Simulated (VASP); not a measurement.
# Hf5C3 (P4/mmm) in VASP: further runs, part 2 of 2

VASP 6.6.1. Earlier steps stand in the parts before.

## (3) Single point, r2SCAN

Contents of POSCAR:

```
Hf5C3
1.0
    3.0834960980      0.0000000000      0.0000000000
    0.0000000000      3.0834960980      0.0000000000
    0.0000000000      0.0000000000     14.4089430695
Hf C
5 3
Direct
    0.0000000000      0.0000000000      0.8171183228
    0.0000000000      0.0000000000      0.1828816772
    0.0000000000      0.0000000000      0.4090890889
    0.0000000000      0.0000000000      0.5909109111
    0.5000000000      0.5000000000      0.0000000000
    0.5000000000      0.5000000000      0.1545129539
    0.5000000000      0.5000000000      0.5000000000
    0.5000000000      0.5000000000      0.8454870461
```

Contents of INCAR.step1:

```
ALGO = Normal ; EDIFF = 1E-4
ENCUT = 520 ; GGA = PE
ISMEAR = 0 ; LASPH = True
LCHARG = False ; LREAL = False
LWAVE = True ; NBANDS = 41
NELM = 100 ; PREC = Accurate
SIGMA = 0.1
```

Contents of INCAR.step2:

```
ALGO = Normal ; EDIFF = 1E-6
ENCUT = 520 ; ISIF = 2
ISMEAR = 0 ; ISTART = 1
LASPH = True ; LCHARG = False
LMIXTAU = True ; LREAL = False
LWAVE = False ; METAGGA = R2SCAN
NBANDS = 41 ; NELM = 100
PREC = Accurate ; SIGMA = 0.1
```

Contents of KPOINTS:

```
k-points
0
Gamma
  10 10 2
```

Potentials or basis: VASP PAW PBE potentials, release 64 (Hf_pv, C).

Started as:

```
$ cat potpaw_PBE.64/Hf_pv/POTCAR potpaw_PBE.64/C/POTCAR > POTCAR
$ cp INCAR.step1 INCAR
$ mpirun -np 1 vasp_std > vasp.out
$ cp INCAR.step2 INCAR
$ mpirun -np 1 vasp_std > vasp.out
```

OUTCAR:

```text
EDIFF = 1E-6
   ENCUT = 520
   ISIF = 2
   ISMEAR = 0
   ISTART = 1
   LASPH = True
   LREAL = False
   METAGGA = R2SCAN
   NELM = 100
   PREC = Accurate

 ion  position               nearest neighbor table
   1  0.000  0.000  0.817-   8 2.22   8 2.22   8 2.22   8 2.22   4 3.26   5 3.42   5 3.42   5 3.42
                             5 3.42
   2  0.000  0.000  0.183-   6 2.22   6 2.22   6 2.22   6 2.22   3 3.26   5 3.42   5 3.42   5 3.42
                             5 3.42
   3  0.000  0.000  0.409-   7 2.54   7 2.54   7 2.54   7 2.54   4 2.62   2 3.26
   4  0.000  0.000  0.591-   7 2.54   7 2.54   7 2.54   7 2.54   3 2.62   1 3.26
   5  0.500  0.500  0.000-   6 2.23   8 2.23   1 3.42   2 3.42   1 3.42   2 3.42   1 3.42   2 3.42
                             1 3.42   2 3.42
   6  0.500  0.500  0.155-   2 2.22   2 2.22   2 2.22   2 2.22   5 2.23
   7  0.500  0.500  0.500-   3 2.54   4 2.54   3 2.54   4 2.54   3 2.54   4 2.54   3 2.54   4 2.54

   8  0.500  0.500  0.845-   1 2.22   1 2.22   1 2.22   1 2.22   5 2.23

  LATTYP: Found a simple tetragonal cell.
 ALAT       =     3.0834960980
 C/A-ratio  =     4.6729240484

  Lattice vectors:

 A1 = (   3.0834960980,   0.0000000000,   0.0000000000)
 A2 = (   0.0000000000,   3.0834960980,   0.0000000000)
 A3 = (   0.0000000000,   0.0000000000,  14.4089430695)

Analysis of symmetry for initial positions (statically):
=====================================================================
 Subroutine PRICEL returns:
 Original cell was already a primitive cell.

 Routine SETGRP: Setting up the symmetry group for a
 simple tetragonal supercell.

 Subroutine GETGRP returns: Found 16 space group operations
 (whereof 16 operations were pure point group operations)
 out of a pool of 16 trial point group operations.

The static configuration has the point symmetry D_4h.

Analysis of symmetry for dynamics (positions and initial velocities):
[... 140 lines left out ...]
   IALGO  =     38    algorithm
   IMIX   =      4    mixing-type and parameters
     AMIX     =   0.40;   BMIX     =  1.00
     AMIX_MAG =   1.60;   BMIX_MAG =  1.00
  volume/ion in A,a.u.               =      17.12       115.56
  Fermi-wavevector in a.u.,A,eV,Ry     =   1.256895  2.375188 21.494289  1.579786
  Thomas-Fermi vector in A             =   2.390581
   LORBIT       =      0    0 simple, 1 ext, 2 COOP (PROOUT), +10 PAW based schemes
   METAGGA = R2SCAN    functional components
   LHFCALC =     F    Hartree Fock is set to
   AEXX    =    0.0000 exact exchange contribution
   IVDW    =     0    specifies the selected vdW correction
   LEPSILON=     F    determine dielectric tensor
   LRPA    =     F    only Hartree local field effects (RPA)
 non-spin polarized calculation
 Gauss-broadening in eV      SIGMA  =   0.10
  energy-cutoff  :      520.00
  volume of cell :      137.00
 maximum number of plane-waves:      3724
 NGX is ok and might be reduce to    24
   NGX = 11   NGY = 11   NGZ = 53

 number of electron      62.0000006 magnetization

 Free energy of the ion-electron system (eV)
  ---------------------------------------------------
  ext. energy  EPLUGINS =         0.00000000
  ---------------------------------------------------
  free energy    TOTEN  =      -254.96189721 eV

  energy without entropy =     -254.93942442  energy(sigma->0) =     -254.95066082

 E-fermi :   4.7022     XC(G=0): -11.9198

 val. band max:        4.6898299307   @ k =   0.3000   0.0000   0.5000
 cond. band min:       4.7055894171   @ k =   0.3000   0.2000   0.0000
 fundamental gap:      0.0157594864
 Fermi energy:         4.7022110986

 k-point     1 :       0.0000    0.0000    0.0000
  band No.  band energies     occupation
      1     -27.8412      2.00000
      2     -27.0968      2.00000
      3     -27.0968      2.00000
      4     -27.0488      2.00000
      5     -26.9673      2.00000
      6     -26.9673      2.00000
[... 1045 lines left out ...]
     40       8.3342      0.00000
     41       8.4931      0.00000

 [... further k-points ...]
[... 5 lines left out ...]
  --------------------------------------------------------------------------------------
  -------------------------------------------------------------------------------------
  Total       -1.6845305     -1.6845305     -2.5259712      0.0000000      0.0000000      0.0000000
  in kB      -19.7001952    -19.7001952    -29.5406498      0.0000000      0.0000000      0.0000000
  external PRESSURE =     -22.9803467 kB  Pullay stress =       0.0000000 kB

 VOLUME and BASIS-vectors are now :
 -----------------------------------------------------------------------------
  energy-cutoff  :      520.00
  volume of cell :      137.00
      direct lattice vectors                 reciprocal lattice vectors
     3.083496098  0.000000000  0.000000000     0.324307205  0.000000000  0.000000000
     0.000000000  3.083496098  0.000000000     0.000000000  0.324307205  0.000000000
     0.000000000  0.000000000 14.408943069     0.000000000  0.000000000  0.069401343

 POSITION                                       TOTAL-FORCE (eV/Angst)
 -----------------------------------------------------------------------------------
      0.00000      0.00000     11.77381         0.000000     -0.000000      0.053523
      0.00000      0.00000      2.63513        -0.000000      0.000000     -0.053523
      0.00000      0.00000      5.89454         0.000000     -0.000000      0.565717
      0.00000      0.00000      8.51440        -0.000000     -0.000000     -0.565717
      1.54175      1.54175      0.00000         0.000000     -0.000000      0.000000
      1.54175      1.54175      2.22637         0.000000      0.000000     -0.135994
      1.54175      1.54175      7.20447         0.000000     -0.000000      0.000000
      1.54175      1.54175     12.18257        -0.000000     -0.000000      0.135994
 -----------------------------------------------------------------------------------
    total drift:                                0.000000     -0.000000      0.000000

  FREE ENERGIE OF THE ION-ELECTRON SYSTEM (eV)
  ---------------------------------------------------
  free  energy   TOTEN  =      -254.9618972109 eV

  energy  without entropy=     -254.9394244238  energy(sigma->0) =     -254.95066082
```

OUTCAR.step1:

```text
EDIFF = 1E-4
   ENCUT = 520
   GGA = PE
   ISMEAR = 0
[... 1306 lines left out ...]
      1.54175      1.54175      0.00000        -0.000000      0.000000      0.000000
      1.54175      1.54175      2.22637         0.000000     -0.000000     -0.014315
      1.54175      1.54175      7.20447        -0.000000      0.000000      0.000000
      1.54175      1.54175     12.18257        -0.000000      0.000000      0.014315
 -----------------------------------------------------------------------------------
    total drift:                                0.000000     -0.000000      0.000000

  FREE ENERGIE OF THE ION-ELECTRON SYSTEM (eV)
  ---------------------------------------------------
  free  energy   TOTEN  =       -76.2254079740 eV

  energy  without entropy=      -76.1997221774  energy(sigma->0) =      -76.21256508
```

OSZICAR.step1:

```text
N       E                     dE             d eps       ncg     rms          rms(c)
DAV:   1     0.283609051488E+03    0.28361E+03   -0.33611E+04  3476   0.145E+03
DAV:   2    -0.679452685125E+02   -0.35155E+03   -0.33507E+03  4134   0.361E+02
DAV:   3    -0.899624254283E+02   -0.22017E+02   -0.21197E+02  4360   0.626E+01
DAV:   4    -0.905747304298E+02   -0.61231E+00   -0.60748E+00  4352   0.107E+01
DAV:   5    -0.905905887373E+02   -0.15858E-01   -0.15842E-01  4438   0.155E+00    0.105E+02
DAV:   6    -0.786087878540E+02    0.11982E+02   -0.95456E+01  4220   0.282E+01    0.680E+01
DAV:   7    -0.115784084576E+03   -0.37175E+02   -0.18937E+02  5107   0.343E+01    0.802E+01
DAV:   8    -0.774122133974E+02    0.38372E+02   -0.19662E+02  4923   0.262E+01    0.178E+01
DAV:   9    -0.764018595530E+02    0.10104E+01   -0.30610E+01  4380   0.147E+01    0.101E+01
DAV:  10    -0.762527275214E+02    0.14913E+00   -0.30545E+00  4425   0.517E+00    0.591E+00
DAV:  11    -0.762506473504E+02    0.20802E-02   -0.16871E-01  4385   0.162E+00    0.335E+00
DAV:  12    -0.762353338063E+02    0.15314E-01   -0.42120E-02  4641   0.777E-01    0.196E+00
DAV:  13    -0.762285392575E+02    0.67945E-02   -0.14718E-02  4342   0.602E-01    0.103E+00
DAV:  14    -0.762252388337E+02    0.33004E-02   -0.83813E-03  4343   0.297E-01    0.596E-01
DAV:  15    -0.762254232112E+02   -0.18438E-03   -0.47694E-04  3581   0.807E-02    0.587E-01
DAV:  16    -0.762254079740E+02    0.15237E-04   -0.37938E-05  2616   0.310E-02
   1 F= -.76225408E+02 E0= -.76212565E+02  d E =-.256858E-01
```

Wall time 22 min (1 thread of Oxide Virtual Turin-like, shared host); peak memory 0.33 GiB.

Results:

```yaml
Free_energy: -254.9619 eV
Pressure: -2.3 GPa
Largest_force: 0.566 eV/Å
Band_gap_on_the_k_mesh: zero (band 31 reaches 5.47 eV, above the bottom of band 32 at 4.23 eV)
```

Forces in eV/Å, atoms in the order of the input:
```
Hf   0.000  0.000  0.054
Hf   0.000  0.000 -0.054
Hf   0.000  0.000  0.566
Hf   0.000  0.000 -0.566
Hf   0.000  0.000  0.000
C    0.000  0.000 -0.136
C    0.000  0.000  0.000
C    0.000  0.000  0.136
```

Stress tensor (GPa, compression positive):
```
-1.97  0.00  0.00
 0.00 -1.97  0.00
 0.00  0.00 -2.95
```

Caveat: the PAW data sets were made with another functional, which shifts forces and pressure a little; spin-orbit coupling is left out, which moves the levels of the heavy elements.

## (4) Relaxation of cell and atoms, PBE

Contents of INCAR:

```
PREC = Accurate
ENCUT = 600
EDIFF = 1E-6
ISMEAR = 0
SIGMA = 0.1
LREAL = F
LASPH = T
NELM = 60
ALGO = Normal
ISIF = 3
LWAVE = F
LCHARG = F
GGA = PE
IBRION = 2
NSW = 100
EDIFFG = -0.01
```

Contents of KPOINTS:

```
regular mesh
0
Gamma
  10 10 2
```

POSCAR is that of step 3.

Started as:

```
$ cat potpaw_PBE.64/Hf_pv/POTCAR potpaw_PBE.64/C/POTCAR > POTCAR
$ mpirun -np 1 vasp_std > vasp.out
```

It took 24 min on 1 thread of Oxide Virtual Turin-like, shared host; peak memory 0.41 GiB.

It converged, with:

```yaml
Free_energy: -76.2282 eV
Relaxed_volume: 17.07 Å³/atom
Relaxed_cell: a = 3.080 Å, b = 3.080 Å, c = 14.398 Å, α = 90.00°, β = 90.00°, γ = 90.00°
Space_group_after_relaxing_to_0.05_Å: P4/mmm (No. 123)
Energy_gained_by_relaxing: 0.2 meV/atom
Ionic_steps: 6
Pressure_after_relaxing: 0.0 GPa
Largest_force_after_relaxing: 0.005 eV/Å
Band_gap_on_the_k_mesh: zero (band 31 reaches 5.46 eV, above the bottom of band 32 at 4.26 eV)
```

Forces in eV/Å, atoms in the order of the input:
```
Hf   0.000  0.000 -0.002
Hf   0.000  0.000  0.002
Hf   0.000  0.000  0.000
Hf   0.000  0.000  0.000
Hf   0.000  0.000  0.000
C    0.000  0.000 -0.005
C    0.000  0.000  0.000
C    0.000  0.000  0.005
```

The path:
```
step  energy change (eV)  largest force (eV/Å)  pressure (GPa)  volume (Å³)
   1              0.0000                0.1446           -0.58       137.00
   2              0.0012                0.1445            0.93       135.77
   3             -0.0014                0.0271            0.05       136.48
   4             -0.0015                0.0138            0.00       136.53
   5             -0.0015                0.0107           -0.01       136.55
   6             -0.0015                0.0048           -0.02       136.55
```

Final structure:
```cif
data_structure
_symmetry_space_group_name_H-M 'P 1'
_symmetry_Int_Tables_number 1
_cell_length_a 3.0796
_cell_length_b 3.0796
_cell_length_c 14.3985
_cell_angle_alpha 90.000
_cell_angle_beta 90.000
_cell_angle_gamma 90.000
_cell_volume 136.55
loop_
_atom_site_label
_atom_site_type_symbol
_atom_site_fract_x
_atom_site_fract_y
_atom_site_fract_z
_atom_site_occupancy
Hf1 Hf 0.00000 0.00000 0.81696 1
Hf2 Hf 0.00000 0.00000 0.18304 1
Hf3 Hf 0.00000 0.00000 0.40941 1
Hf4 Hf 0.00000 0.00000 0.59059 1
Hf5 Hf 0.50000 0.50000 0.00000 1
C1 C 0.50000 0.50000 0.15437 1
C2 C 0.50000 0.50000 0.50000 1
C3 C 0.50000 0.50000 0.84563 1
```

Levels at points of the mesh, in eV from the Fermi level:
| k point | band 28 | band 29 | band 30 | band 31 | band 32 | band 33 | band 34 | band 35 |
| --- | --- | --- | --- | --- | --- | --- | --- | --- |
| (0.00, 0.00, 0.00) | -1.06 | -1.03 | -0.98 | -0.53 | -0.35 | -0.35 | -0.20 | 0.26 |
| (0.50, 0.00, 0.00) | -1.23 | -1.21 | -0.88 | -0.73 | -0.48 | 0.04 | 0.60 | 0.86 |
| (0.50, 0.50, 0.00) | -0.53 | -0.50 | 0.61 | 0.61 | 0.86 | 0.86 | 1.33 | 1.75 |
| (0.00, 0.00, 0.50) | -1.06 | -0.97 | -0.97 | -0.59 | -0.35 | -0.35 | -0.17 | 0.26 |
| (0.50, 0.00, 0.50) | -1.23 | -1.14 | -0.92 | -0.39 | -0.39 | -0.22 | 0.21 | 1.03 |
| (0.50, 0.50, 0.50) | -0.65 | -0.58 | 0.61 | 0.61 | 0.86 | 0.86 | 1.81 | 2.04 |

Caveat: spin-orbit coupling is left out, which moves the levels of the heavy elements.

## (5) Overview

```csv
task,level,cell,k mesh,cutoff (eV),gap on the mesh (eV),pressure (GPa),largest force (eV/Å)
single point,PBE,as given,10 × 10 × 4,520,none,-0.5,0.14
single point,r2SCAN,as given,10 × 10 × 2,520,none,-2.3,0.57
relaxation of cell and atoms,PBE,relaxed,10 × 10 × 2,600,none,0.0,-
```

Alike in all rows: potentials or basis VASP PAW PBE potentials, release 64 (Hf_pv, C); no spin polarisation; smearing gaussian 0.1 eV.

Caveats: spin-orbit coupling is left out, which moves the levels of the heavy elements; the PAW data sets were made with another functional, which shifts forces and pressure a little (some runs).

Total energies depend on the potentials used, so only differences within one code and one set of settings carry meaning.
